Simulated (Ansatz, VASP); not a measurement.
# Two plane-wave programs on CoO

Contents of INCAR:

```
PREC = Accurate ; ENCUT = 520
EDIFF = 1E-6 ; ISMEAR = 0
SIGMA = 0.15 ; LREAL = False
LASPH = True ; NELM = 150
ALGO = Normal ; ISIF = 2
LWAVE = False ; LCHARG = True
ISPIN = 2 ; MAGMOM = 2.64 0.33
LORBIT = 11 ; LMAXMIX = 4
GGA = PS ; LELF = True
LVHAR = True ; NBANDS = 18
```

The input KPOINTS:

```
Automatic mesh
0
Gamma
  18 18 18
```

POSCAR

```
CoO
1.0
    1.4452507627      0.8344159169      2.5375239824
   -1.4452507627      0.8344159169      2.5375239824
    0.0000000000     -1.6688318338      2.5375239824
Co O
1 1
Direct
    0.0000000000      0.0000000000      0.0000000000
    0.5000000000      0.5000000000      0.5000000000
```

Input for Ansatz:

```yaml
crystal:
  lattice:
    - [1.4452507627, 0.8344159169, 2.5375239824]
    - [-1.4452507627, 0.8344159169, 2.5375239824]
    - [0.0, -1.6688318338, 2.5375239824]
  atoms:
    - { symbol: Co, position: [0.0, 0.0, 0.0], spin: 2.64 }
    - { symbol: O, position: [0.5, 0.5, 0.5], spin: 0.33 }
basis:
  ecutwfc: 420
kpoints:
  mp_grid: { grid: [18, 18, 18] }
hamiltonian:
  xc: pbesol
scf:
  occupations: { method: gaussian, width: 0.15 }
output:
  forces: true
  stress: true
  eigenvalues: true
  populations: true
magnetization:
  spin_polarized: true
```

Change from the starting cell: strain -0.040 along x and y, +0.040 along z, atoms carried along.

Alike in both runs: task single point; functional PBEsol; k mesh 18 × 18 × 18; occupations gaussian, width 0.15 eV; collinear spin.

```csv
,VASP,Ansatz
version,VASP 6.6.1,Ansatz 0.2.0
potentials or method,"VASP PAW PBE potentials, release 64 (Co, O), cutoff 520 eV","scalar-relativistic, plane waves, PAW"
valence electrons in the cell,15,23
```

|  | VASP | Ansatz | Ansatz less VASP |
| --- | --- | --- | --- |
| gap on the k mesh at the Fermi level (eV) | none | none | - |
| pressure (GPa) | -4.0 | -3.3 | +0.73 |
| traceless stress, the component that is largest in VASP (GPa) | 1.50 | 1.77 | +0.272 |
| net moment per atom (μB) | 1.38 | 1.40 | +0.020 |
| size of the moment on the site where the two differ most (μB) | 2.43 | 2.38 | -0.055 |

VASP's potentials were made for PBE, not for PBEsol. Site moments also hang on the region over which each program counts them. A gap of «none» marks a metal or a gap that the smearing closes. With one functional, cell and mesh, what is left measures potentials, basis and numerics. VASP's potentials hold 15 valence electrons a cell and Ansatz's 23, so a difference there can come from the potentials and not from the codes.
